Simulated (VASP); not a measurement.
Crystal: HfN (HfN (Fm-3m)).

```
Hf N
1.0
     0.00000    2.25586    2.25586
     2.25586    0.00000    2.25586
     2.25586    2.25586    0.00000
Hf N
1 1
Direct
  0.00000 0.00000 0.00000
  0.50000 0.50000 0.50000
```

```yaml
Program: VASP 6.6.1
Task: relaxation of cell and atoms
Functional: PBE
Potentials_or_basis: VASP PAW PBE potentials, release 64 (Hf_pv, N)
Cutoff: 600 eV
k_mesh: 15 × 15 × 15
Occupations: methfessel-paxton, width 0.1 eV
Spin: no spin polarisation
```

At the start: pressure 4.1 GPa; volume 11.48 Å³/atom.

Task: How do energy, volume and symmetry change on relaxing?

Result: Over 3 steps the energy falls by 2.1 meV/atom and the volume is 11.65 Å³/atom (+1.5 %); space group Fm-3m (No. 225, to 0.05 Å).

Step by step:
```csv
step,energy change (eV),largest force (eV/Å),pressure (GPa),volume (Å³)
1,0.0000,0.0000,4.10,22.96
2,0.0103,0.0000,-7.00,23.95
3,-0.0043,0.0000,-0.02,23.30
```

Final structure:
```yaml
crystal:
  lattice:
    - [0.00000, 2.26700, 2.26700]
    - [2.26700, 0.00000, 2.26700]
    - [2.26700, 2.26700, 0.00000]
  atoms:
    - { symbol: Hf, position: [0.00000, 0.00000, 0.00000] }
    - { symbol: N, position: [0.50000, 0.50000, 0.50000] }
```
